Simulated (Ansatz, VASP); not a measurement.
Two plane-wave programs on BAs

```
CELL_PARAMETERS angstrom
0.00000 2.34233 2.34233
2.34233 0.00000 2.34233
2.34233 2.34233 0.00000
ATOMIC_POSITIONS crystal
B 0.00000 0.00000 0.00000
As 0.25000 0.25000 0.25000
```

Change from the starting cell: strained cell.

Alike in both runs: functional LDA; k mesh 8 × 8 × 8; occupations gaussian, width 0.02 eV; no spin polarisation.

Ansatz relaxed the structure, and its values are those at the end. VASP's run is a single point on that final structure, the one shown.

|  | VASP | Ansatz |
| --- | --- | --- |
| version | VASP 6.6.1 | Ansatz 0.2.0 |
| potentials or method | VASP PAW LDA potentials, release 64 (B, As), cutoff 500 eV | scalar-relativistic, plane waves, PAW |
| valence electrons in the cell | 8 | 18 |

Ansatz gave:

* gap on the k mesh at the Fermi level (eV): 1.10
* least direct gap on the mesh (eV): 3.33
* pressure (GPa): 4.7

**Question.** Which values does VASP return?

**Answer.** gap on the k mesh at the Fermi level (eV): 1.09; least direct gap on the mesh (eV): 3.33; pressure (GPa): 5.8.

Ansatz warns that its potentials were made for another functional, while VASP's fit it. LDA's correlation is that of Perdew and Zunger in VASP and of Perdew and Wang (1992) in Ansatz. VASP's potentials hold 8 valence electrons a cell and Ansatz's 18, so a difference there can come from the potentials and not from the codes. Ansatz's warnings: stress scf threshold loose.
